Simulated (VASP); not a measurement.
# ZnMo3 (Pm-3m) in VASP: notebook

Runs on ZnMo3. Level: PBE. Tasks: single point.

Program: VASP 6.6.1. These are calculated values, not measurements. Logs are shortened: lines on timing, memory, paths and dates and some standing lists are left out, and cuts for length are marked.

### 1 The cell of the first run

It takes space group Pm-3m (No. 221, cubic). The conventional cell has a = 3.910 Å, b = 3.910 Å, c = 3.910 Å, α = 90.00°, β = 90.00°, γ = 90.00°. Within 3.6 Å of Zn (site symmetry m-3m) lie 12 Mo at 2.76 Å. Mo (site symmetry 4/mmm) has 4 Zn at 2.76 Å and 8 Mo at 2.76 Å within 3.6 Å.

### 2 Single point, PBE

INCAR

```
SYSTEM = ZnMo3
PREC = Accurate ; ENCUT = 520
EDIFF = 1E-6 ; ISMEAR = -1
SIGMA = 0.1 ; LREAL = .False.
LASPH = .True. ; NELM = 60
ALGO = Normal ; ISIF = 2
LWAVE = .False. ; LCHARG = .False.
GGA = PE ; NBANDS = 35
```

KPOINTS

```
Automatic mesh
0
Gamma
  6 6 6
  0 0 0
```

POSCAR

```
ZnMo3
1.0
    3.9100127190      0.0000000000      0.0000000000
    0.0000000000      3.9100127190      0.0000000000
    0.0000000000      0.0000000000      3.9100127190
Zn Mo
1 3
Direct
    0.0000000000      0.0000000000      0.0000000000
    0.0000000000      0.5000000000      0.5000000000
    0.5000000000      0.0000000000      0.5000000000
    0.5000000000      0.5000000000      0.0000000000
```

Potentials or basis: VASP PAW PBE potentials, release 64 (Zn, Mo_sv).

Started as:

```console
cat potpaw_PBE.64/Zn/POTCAR potpaw_PBE.64/Mo_sv/POTCAR > POTCAR
mpirun -np 1 vasp_std > vasp.out
```

OUTCAR:

```text
SYSTEM = ZnMo3
   PREC = Accurate
   ENCUT = 520
   EDIFF = 1E-6
   ISMEAR = -1
   LREAL = .False.
   LASPH = .True.
   NELM = 60
   ISIF = 2
   GGA = PE

 ion  position               nearest neighbor table
   1  0.000  0.000  0.000-   2 2.76   3 2.76   4 2.76   2 2.76   3 2.76   2 2.76   4 2.76   2 2.76
                             3 2.76   4 2.76   3 2.76   4 2.76
   2  0.000  0.500  0.500-   1 2.76   3 2.76   4 2.76   1 2.76   4 2.76   1 2.76   3 2.76   1 2.76
                             3 2.76   4 2.76   4 2.76   3 2.76
   3  0.500  0.000  0.500-   1 2.76   2 2.76   4 2.76   1 2.76   4 2.76   2 2.76   4 2.76   4 2.76
                             1 2.76   2 2.76   1 2.76   2 2.76
   4  0.500  0.500  0.000-   1 2.76   2 2.76   3 2.76   2 2.76   3 2.76   1 2.76   3 2.76   3 2.76
                             1 2.76   2 2.76   2 2.76   1 2.76

  LATTYP: Found a simple cubic cell.
 ALAT       =     3.9100127190

  Lattice vectors:

 A1 = (   3.9100127190,   0.0000000000,   0.0000000000)
 A2 = (   0.0000000000,   3.9100127190,   0.0000000000)
 A3 = (   0.0000000000,   0.0000000000,   3.9100127190)

Analysis of symmetry for initial positions (statically):
=====================================================================
 Subroutine PRICEL returns:
 Original cell was already a primitive cell.

 Routine SETGRP: Setting up the symmetry group for a
 simple cubic supercell.

 Subroutine GETGRP returns: Found 48 space group operations
 (whereof 48 operations were pure point group operations)
 out of a pool of 48 trial point group operations.

The static configuration has the point symmetry O_h .

Analysis of symmetry for dynamics (positions and initial velocities):
=====================================================================
 Subroutine PRICEL returns:
 Original cell was already a primitive cell.

 Routine SETGRP: Setting up the symmetry group for a
 simple cubic supercell.

 Subroutine GETGRP returns: Found 48 space group operations
 (whereof 48 operations were pure point group operations)
 out of a pool of 48 trial point group operations.

The dynamic configuration has the point symmetry O_h .

 Subroutine INISYM returns: Found 48 space group operations
 (whereof 48 operations are pure point group operations),
 and found     1 'primitive' translations

----------------------------------------------------------------------------------------

                                     Primitive cell

  volume of cell :      59.7771

  direct lattice vectors                    reciprocal lattice vectors
     3.910012719  0.000000000  0.000000000     0.255753644  0.000000000  0.000000000
     0.000000000  3.910012719  0.000000000     0.000000000  0.255753644  0.000000000
     0.000000000  0.000000000  3.910012719     0.000000000  0.000000000  0.255753644

  length of vectors
     3.910012719  3.910012719  3.910012719     0.255753644  0.255753644  0.255753644

  position of ions in fractional coordinates (direct lattice)
     0.000000000  0.000000000  0.000000000
     0.000000000  0.500000000  0.500000000
     0.500000000  0.000000000  0.500000000
     0.500000000  0.500000000  0.000000000

  ion indices of the primitive-cell ions
   primitive index   ion index
                 1           1
                 2           2
                 3           3
                 4           4

----------------------------------------------------------------------------------------

 KPOINTS: Automatic mesh

Automatic generation of k-mesh.
 Grid dimensions read from file:
 generate k-points for:    6    6    6

 Generating k-lattice:

  Cartesian coordinates                     Fractional coordinates (reciprocal lattice)
     0.042625607  0.000000000  0.000000000     0.166666667  0.000000000  0.000000000
     0.000000000  0.042625607  0.000000000     0.000000000  0.166666667  0.000000000
     0.000000000  0.000000000  0.042625607     0.000000000  0.000000000  0.166666667

  Length of vectors
     0.042625607  0.042625607  0.042625607

  Shift w.r.t. Gamma in fractional coordinates (k-lattice)
     0.000000000  0.000000000  0.000000000

 Subroutine IBZKPT returns following result:
 ===========================================

 Found     20 irreducible k-points:

 Following reciprocal coordinates:
            Coordinates               Weight
  0.000000  0.000000  0.000000      1.000000
  0.166667  0.000000  0.000000      6.000000
  0.333333  0.000000  0.000000      6.000000
  0.500000  0.000000  0.000000      3.000000
  0.166667  0.166667  0.000000     12.000000
  0.333333  0.166667  0.000000     24.000000
[... 12 lines left out ...]
  0.500000  0.500000  0.333333      6.000000
  0.500000  0.500000  0.500000      1.000000
   k-points           NKPTS =     20   k-points in BZ     NKDIM =     20   number of bands    NBANDS=     35
   number of dos      NEDOS =    301   number of ions     NIONS =      4
   total plane-waves  NPLWV =  27000
   dimension x,y,z NGX =    30 NGY =   30 NGZ =   30
   dimension x,y,z NGXF=    60 NGYF=   60 NGZF=   60
   ions per type =               1   3
   NGX,Y,Z   is equivalent  to a cutoff of  12.76, 12.76, 12.76 a.u.
   NGXF,Y,Z  is equivalent  to a cutoff of  25.51, 25.51, 25.51 a.u.
 SYSTEM =  ZnMo3
   PREC   = accura    normal or accurate (medium, high low for compatibility)
   ISTART =      0    job   : 0-new  1-cont  2-samecut
   ICHARG =      2    charge: 1-file 2-atom 10-const
   ISPIN  =      1    spin polarized calculation?
   LNONCOLLINEAR =      F non collinear calculations
   LSORBIT =      F    spin-orbit coupling
   LASPH  =      T    aspherical Exc in radial PAW
   ENCUT  =  520.0 eV  38.22 Ry    6.18 a.u.   7.27  7.27  7.27*2*pi/ulx,y,z
   NELM   =     60;   NELMIN=  2; NELMDL= -5     # of ELM steps
   EDIFF  = 0.1E-05   stopping-criterion for ELM
   LREAL  =      F    real-space projection
[... 7 lines left out ...]
   TEBEG  =    0.0;   TEEND  =   0.0 temperature during run
   PSTRESS=    0.0 pullay stress
   NELECT =      54.0000    total number of electrons
   NUPDOWN=      -1.0000    fix difference up-down
   EMIN   =  10.00;   EMAX   =-10.00  energy-range for DOS
   EFERMI =   0.00;   METHOD = LEGACY
   ISMEAR =    -1;   SIGMA  =   0.10  broadening in eV -4-tet -1-fermi 0-gaus
   EFERMI_NEDOS =   21; number of points for ismear=-14 and -15
   IALGO  =     38    algorithm
   IMIX   =      4    mixing-type and parameters
     AMIX     =   0.40;   BMIX     =  1.00
     AMIX_MAG =   1.60;   BMIX_MAG =  1.00
  volume/ion in A,a.u.               =      14.94       100.85
  Fermi-wavevector in a.u.,A,eV,Ry     =   1.582564  2.990612 34.075906  2.504508
  Thomas-Fermi vector in A             =   2.682468
   LORBIT       =      0    0 simple, 1 ext, 2 COOP (PROOUT), +10 PAW based schemes
   GGA     = PE    functional components
   LHFCALC =     F    Hartree Fock is set to
   AEXX    =    0.0000 exact exchange contribution
   IVDW    =     0    specifies the selected vdW correction
   LEPSILON=     F    determine dielectric tensor
   LRPA    =     F    only Hartree local field effects (RPA)
 non-spin polarized calculation
  energy-cutoff  :      520.00
  volume of cell :       59.78
 maximum number of plane-waves:      1640
 NGX is ok and might be reduce to    30
   NGX = 15   NGY = 15   NGZ = 15

 number of electron      53.9999967 magnetization

 Free energy of the ion-electron system (eV)
  ---------------------------------------------------
  ext. energy  EPLUGINS =         0.00000000
  ---------------------------------------------------
  free energy    TOTEN  =       -33.23656177 eV

  energy without entropy =      -33.15566953  energy(sigma->0) =      -33.19611565

 E-fermi :  10.5992     XC(G=0): -13.1767

 val. band max:       10.5911148498   @ k =   0.5000   0.3333   0.0000
 cond. band min:      10.6231756534   @ k =   0.3333   0.0000   0.0000
 fundamental gap:      0.0320608036
 Fermi energy:        10.5992133903

 k-point     1 :       0.0000    0.0000    0.0000
  band No.  band energies     occupation
      1     -50.4551      2.00000
      2     -50.1619      2.00000
      3     -50.1619      2.00000
      4     -24.9426      2.00000
      5     -24.9426      2.00000
      6     -24.9426      2.00000
[... 27 lines left out ...]
     34      15.2990      0.00000
     35      15.2990      0.00000

 k-point     2 :       0.1667    0.0000    0.0000
  band No.  band energies     occupation
      1     -50.4379      2.00000
      2     -50.1794      2.00000
      3     -50.1618      2.00000
      4     -24.9034      2.00000
      5     -24.9034      2.00000
      6     -24.8816      2.00000
[... 27 lines left out ...]
     34      15.3017      0.00000
     35      15.4992      0.00000

 k-point     3 :       0.3333    0.0000    0.0000
  band No.  band energies     occupation
      1     -50.3935      2.00000
      2     -50.2244      2.00000
      3     -50.1613      2.00000
      4     -24.8079      2.00000
      5     -24.8079      2.00000
      6     -24.7110      2.00000
[... 27 lines left out ...]
     34      15.3040      0.00000
     35      17.1283      0.00000

 k-point     4 :       0.5000    0.0000    0.0000
  band No.  band energies     occupation
      1     -50.3578      2.00000
      2     -50.2603      2.00000
      3     -50.1610      2.00000
      4     -24.7437      2.00000
      5     -24.7437      2.00000
      6     -24.5186      2.00000
[... 27 lines left out ...]
     34      15.3057      0.00000
     35      17.3426      0.00000

 k-point     5 :       0.1667    0.1667    0.0000
  band No.  band energies     occupation
      1     -50.4216      2.00000
      2     -50.1864      2.00000
      3     -50.1709      2.00000
      4     -24.9283      2.00000
      5     -24.8632      2.00000
      6     -24.7725      2.00000
[... 486 lines left out ...]
 k-point    18 :       0.5000    0.3333    0.3333
  band No.  band energies     occupation
      1     -50.2829      2.00000
      2     -50.2582      2.00000
      3     -50.2337      2.00000
      4     -25.1452      2.00000
      5     -24.8254      2.00000
      6     -24.7998      2.00000
[... 27 lines left out ...]
     34      14.4355      0.00000
     35      15.0691      0.00000

 k-point    19 :       0.5000    0.5000    0.3333
  band No.  band energies     occupation
      1     -50.2580      2.00000
      2     -50.2579      2.00000
      3     -50.2579      2.00000
      4     -25.2071      2.00000
      5     -24.8753      2.00000
      6     -24.8110      2.00000
[... 27 lines left out ...]
     34      14.1479      0.00000
     35      14.9474      0.00000

 k-point    20 :       0.5000    0.5000    0.5000
  band No.  band energies     occupation
      1     -50.2576      2.00000
      2     -50.2576      2.00000
      3     -50.2576      2.00000
      4     -25.2858      2.00000
      5     -24.8737      2.00000
      6     -24.8737      2.00000
[... 27 lines left out ...]
     34      14.6425      0.00000
     35      14.6425      0.00000

------------------------ aborting loop because EDIFF is reached ----------------------------------------

  FORCE on cell =-STRESS in cart. coord.  units (eV):
  Direction    XX          YY          ZZ          XY          YZ          ZX
  --------------------------------------------------------------------------------------
  -------------------------------------------------------------------------------------
  Total        1.7585093      1.7585093      1.7585093     -0.0000000      0.0000000     -0.0000000
  in kB       47.1325280     47.1325280     47.1325280     -0.0000000      0.0000000     -0.0000000
  external PRESSURE =      47.1325280 kB  Pullay stress =       0.0000000 kB

 VOLUME and BASIS-vectors are now :
 -----------------------------------------------------------------------------
  energy-cutoff  :      520.00
  volume of cell :       59.78
      direct lattice vectors                 reciprocal lattice vectors
     3.910012719  0.000000000  0.000000000     0.255753644  0.000000000  0.000000000
     0.000000000  3.910012719  0.000000000     0.000000000  0.255753644  0.000000000
     0.000000000  0.000000000  3.910012719     0.000000000  0.000000000  0.255753644

 POSITION                                       TOTAL-FORCE (eV/Angst)
 -----------------------------------------------------------------------------------
      0.00000      0.00000      0.00000         0.000000      0.000000      0.000000
      0.00000      1.95501      1.95501         0.000000      0.000000      0.000000
      1.95501      0.00000      1.95501         0.000000      0.000000      0.000000
      1.95501      1.95501      0.00000         0.000000      0.000000      0.000000
 -----------------------------------------------------------------------------------
    total drift:                                0.000000      0.000000     -0.000000

  FREE ENERGIE OF THE ION-ELECTRON SYSTEM (eV)
  ---------------------------------------------------
  free  energy   TOTEN  =       -33.2365617656 eV

  energy  without entropy=      -33.1556695251  energy(sigma->0) =      -33.19611565
```

It took 26 s on 1 thread of Intel Xeon Platinum 8488C (Sapphire Rapids), shared host; peak memory 0.18 GiB.

Results:

```
Free energy            : -33.2366 eV
Pressure               : 4.7 GPa
Band gap on the k mesh : zero (band 27 reaches 11.54 eV, above the bottom of band 28 at 10.03 eV)
```

(Continued in part 2 of 2.)
